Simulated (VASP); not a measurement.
Crystal: Be2Hg.

```
CELL_PARAMETERS angstrom
1.40969 0.81388 5.45811
-1.40969 0.81388 5.45811
0.00000 -1.62777 5.45811
ATOMIC_POSITIONS crystal
Be 0.74840 0.74840 0.74840
Be 0.58490 0.58490 0.58490
Hg 0.00000 0.00000 0.00000
```

* Program: VASP 6.6.1
* Task: relaxation of cell and atoms
* Functional: PBE
* Potentials or basis: VASP PAW PBE potentials, release 64 (Be, Hg)
* Cutoff: 600 eV
* k mesh: 6 × 6 × 6
* Occupations: gaussian, width 0.1 eV
* Spin: no spin polarisation

At the start: pressure 65.7 GPa; volume 12.52 Å³/atom.

Problem. How do energy, volume and symmetry change on relaxing?

Solution. Over 21 steps the energy falls by 1421.9 meV/atom and the volume is 14.11 Å³/atom (+12.6 %); space group R3m (No. 160, to 0.1 Å) before and after.

The path:
```csv
step,energy change (eV),largest force (eV/Å),pressure (GPa),volume (Å³)
1,0.0000,6.2801,65.70,37.57
2,-1.9101,0.0475,-11.97,72.98
3,-3.0719,0.9700,-4.45,53.45
4,-3.0769,1.0446,-3.71,52.87
5,-3.0779,1.1376,-2.73,52.18
6,-3.2270,1.2385,-2.61,50.52
7,-3.6639,1.3099,-0.47,45.75
8,-3.9983,0.2710,15.57,37.13
9,-4.0184,1.1796,6.28,40.48
10,-4.0566,0.9489,9.26,39.07
11,-4.1526,0.4408,6.84,39.54
12,-4.1866,0.1657,5.40,39.98
13,-4.2200,0.0726,2.77,40.96
14,-4.2365,0.1882,-0.63,42.41
15,-4.2444,0.1957,-0.58,42.40
16,-4.2569,0.2367,-0.39,42.35
17,-4.2574,0.2478,-0.32,42.33
18,-4.2620,0.1630,0.11,42.17
19,-4.2645,0.0551,0.56,41.99
20,-4.2646,0.0276,0.74,41.94
21,-4.2656,0.0163,-0.03,42.32
```

Final structure:
```cif
data_structure
_symmetry_space_group_name_H-M 'P 1'
_symmetry_Int_Tables_number 1
_cell_length_a 6.1709
_cell_length_b 6.1709
_cell_length_c 6.1709
_cell_angle_alpha 26.866
_cell_angle_beta 26.866
_cell_angle_gamma 26.866
_cell_volume 42.32
loop_
_atom_site_label
_atom_site_type_symbol
_atom_site_fract_x
_atom_site_fract_y
_atom_site_fract_z
_atom_site_occupancy
Be1 Be 0.79151 0.79151 0.79151 1
Be2 Be 0.54325 0.54325 0.54325 1
Hg1 Hg 0.99854 0.99854 0.99854 1
```

Caveat: the k points lie up to 0.43 Å⁻¹ apart in the final cell, too coarse for converged energies and pressures of a metal.
